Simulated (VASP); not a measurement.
Wanted: the native input for a VASP 6.6.1 run.

| Item | Value |
| --- | --- |
| Task | single point |
| Functional | RPBE |
| Potentials or basis | VASP PAW PBE potentials, release 64 (Os_sv_GW, Lu, B) |
| Cutoff | 560 eV |
| k mesh | 5 × 5 × 5 |
| Occupations | fermi-dirac, width 0.1 eV |
| Spin | no spin polarisation |
| Dipole correction | no |
| Further INCAR settings | ALGO = Normal; EDIFF = 1e-06; NBANDS = 40 |

The structure of LuB2Os2 lies in POSCAR:

```
LuB2Os2
1.0
    0.0000000000      3.7867130000      0.0000000000
    3.7867130000      0.0000000000      0.0000000000
    1.8933560000      1.8933560000     -4.3998010000
Os Lu B
2 1 2
Direct
    0.7500000000      0.2500000000      0.5000000000
    0.2500000000      0.7500000000      0.5000000000
    0.0000000000      0.0000000000      0.0000000000
    0.3750000000      0.3750000000      0.2500000000
    0.6250000000      0.6250000000      0.7500000000
```

The input as run:

INCAR

```
SYSTEM = LuB2Os2
  PREC = Accurate
  ENCUT = 560
  EDIFF = 1E-6
  ISMEAR = -1
  SIGMA = 0.1
  LREAL = .FALSE.
  LASPH = .TRUE.
  NELM = 120
  ALGO = Normal
  ISIF = 2
  LWAVE = .FALSE.
  LCHARG = .FALSE.
  GGA = RP
  NBANDS = 40
  GGA_COMPAT = .FALSE.
```

KPOINTS

```
Automatic mesh
0
G
  5 5 5
  0 0 0
```

Potentials or basis: VASP PAW PBE potentials, release 64 (Os_sv_GW, Lu, B).

Command:

```sh
$ cat potpaw_PBE.64/Os_sv_GW/POTCAR potpaw_PBE.64/Lu/POTCAR potpaw_PBE.64/B/POTCAR > POTCAR
$ mpirun -np 1 vasp_std > vasp.out
```

It gave:

The pressure is 17.2 GPa, the largest force is 0.709 eV/Å and the band gap on the k mesh is zero (an odd number of electrons rules out a gap without spin polarisation).

Caveat: the k points lie up to 0.36 Å⁻¹ apart, too coarse for converged energies and pressures of a metal; the PAW data sets were made with another functional, which shifts forces and pressure a little; spin-orbit coupling is left out, which moves the levels of the heavy elements.

It took 94 s on 1 thread of AMD EPYC 7R43 64-Core Processor (Zen 3), with other jobs on the host, peak memory 0.18 GiB.
